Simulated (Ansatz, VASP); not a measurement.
**ZnS in VASP and in Ansatz**

The input INCAR:

```
SYSTEM = ZnS
ALGO = Normal
EDIFF = 1E-6
ENCUT = 500
GGA = PS
GGA_COMPAT = .FALSE.
ISIF = 2
ISMEAR = 0
LASPH = .TRUE.
LCHARG = .FALSE.
LREAL = .FALSE.
LWAVE = .FALSE.
NBANDS = 16
NELM = 120
PREC = Accurate
SIGMA = 0.01
```

File KPOINTS:

```
k-points
0
G
  8 8 8
  0 0 0
```

File POSCAR:

```
ZnS
1.0
    0.0000000000      2.6784060005      2.6784060005
    2.6784060005      0.0000000000      2.6784060005
    2.6784060005      2.6784060005      0.0000000000
Zn S
1 1
Direct
    0.0000000000      0.0000000000      0.0000000000
    0.2500000000      0.2500000000      0.2500000000
```

Input for Ansatz:

```yaml
crystal:
  lattice:
    - [0.0, 2.6784060005, 2.6784060005]
    - [2.6784060005, 0.0, 2.6784060005]
    - [2.6784060005, 2.6784060005, 0.0]
  atoms:
    - { symbol: Zn, position: [0.0, 0.0, 0.0] }
    - { symbol: S, position: [0.25, 0.25, 0.25] }
basis: {}
kpoints:
  mp_grid: { grid: [8, 8, 8] }
  band_path:
    path:
      - [0.0, 0.0, 0.0]
      - [0.0, 0.0, 0.0]
      - [0.5, 0.5, 0.0]
      - [0.5, 0.5, 0.5]
      - [0.0051153787, 0.0051153787, 0.0]
      - [-0.0051153787, -0.0051153787, 0.0]
      - [0.0059067305, 0.0059067305, 0.0059067305]
      - [-0.0059067305, -0.0059067305, -0.0059067305]
      - [0.0051153787, 0.0051153787, 0.0]
      - [-0.0051153787, -0.0051153787, 0.0]
      - [0.5051153787, 0.5051153787, 0.0]
      - [0.4948846213, 0.4948846213, 0.0]
      - [0.5, 0.5051153787, 0.0051153787]
      - [0.5, 0.4948846213, -0.0051153787]
      - [0.5059067305, 0.5059067305, 0.5059067305]
      - [0.4940932695, 0.4940932695, 0.4940932695]
      - [0.4963828811, 0.5036171189, 0.5]
      - [0.5036171189, 0.4963828811, 0.5]
    npoints: 1
hamiltonian:
  xc: pbesol
  pseudopotentials: { kind: all_electron, lapw: {} }
scf:
  occupations: { method: fixed }
  n_extra_bands: 5
output:
  forces: true
  stress: true
  eigenvalues: true
```

Alike in both runs: task single point; functional PBEsol; k mesh 8 × 8 × 8; no spin polarisation.

```csv
,VASP,Ansatz
version,VASP 6.6.1,Ansatz 0.2.0
potentials or method,"VASP PAW PBE potentials, release 64 (Zn, S), cutoff 500 eV","scalar-relativistic, all-electron LAPW"
occupations,"gaussian, width 0.01 eV",fixed
```

|  | VASP | Ansatz | Ansatz less VASP |
| --- | --- | --- | --- |
| gap on the k mesh at the Fermi level (eV) | 2.09 | 2.09 | -0.003 |
| least direct gap on the mesh (eV) | 2.09 | 2.09 | -0.003 |
| pressure (GPa) | 0.2 | 0.0 | -0.19 |

VASP's potentials were made for PBE, not for PBEsol. Ansatz ran all-electron here, and VASP with PAW potentials.
